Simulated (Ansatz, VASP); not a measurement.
Sr3Zn in VASP and in Ansatz

The input INCAR:

```
PREC     = Accurate       # precision mode
ENCUT    = 500            # plane-wave cutoff, eV
EDIFF    = 1E-6           # SCF threshold, eV
ISMEAR   = -1             # smearing method
SIGMA    = 0.1            # smearing width, eV
LREAL    = F              # projectors in reciprocal space
LASPH    = T              # aspherical terms in the spheres
NELM     = 120            # most SCF steps
ALGO     = Normal         # electronic algorithm
ISIF     = 2              # what is computed and relaxed
LWAVE    = F              # write WAVECAR
LCHARG   = F              # write CHGCAR
GGA      = PS             # functional
NBANDS   = 29             # bands
GGA_COMPAT= F
```

The input KPOINTS:

```
regular mesh
0
Gamma
  4 4 4
```

File POSCAR:

```
Sr3Zn
1.0
    5.5874191293      0.0000000000      0.0000000000
    0.0000000000      5.5874191293      0.0000000000
    0.0000000000      0.0000000000      5.5874191293
Sr Zn
3 1
Direct
    0.5000000000      0.0000000000      0.5000000000
    0.5000000000      0.5000000000      0.0000000000
    0.0000000000      0.5000000000      0.5000000000
    0.0000000000      0.0000000000      0.0000000000
```

Input for Ansatz:

```yaml
crystal:
  lattice:
    - [5.587419129330045, 0.0, 0.0]
    - [0.0, 5.587419129330045, 0.0]
    - [0.0, 0.0, 5.587419129330045]
  atoms:
    - { symbol: Sr, position: [0.5, 0.0, 0.5] }
    - { symbol: Sr, position: [0.5, 0.5, 0.0] }
    - { symbol: Sr, position: [0.0, 0.5, 0.5] }
    - { symbol: Zn, position: [0.0, 0.0, 0.0] }
basis:
  ecutwfc: 421.77648681281397
kpoints:
  mp_grid:
    grid: [4, 4, 4]
hamiltonian:
  xc: pbesol
scf:
  max_iter: 100
  occupations:
    method: fermi_dirac
output:
  stress: true
```

Alike in both runs: task single point; functional PBEsol; k mesh 4 × 4 × 4; no spin polarisation.

|  | VASP | Ansatz |
| --- | --- | --- |
| version | VASP 6.6.1 | Ansatz 0.2.0 |
| potentials or method | VASP PAW PBE potentials, release 64 (Sr_sv, Zn), cutoff 500 eV | plane waves, PAW |
| occupations | fermi-dirac, width 0.1 eV | fermi-dirac |
| valence electrons in the cell | 42 | 42 |

|  | VASP | Ansatz | Ansatz less VASP |
| --- | --- | --- | --- |
| pressure (GPa) | -1.6 | -1.6 | -0.02 |

VASP's potentials were made for PBE, not for PBEsol.
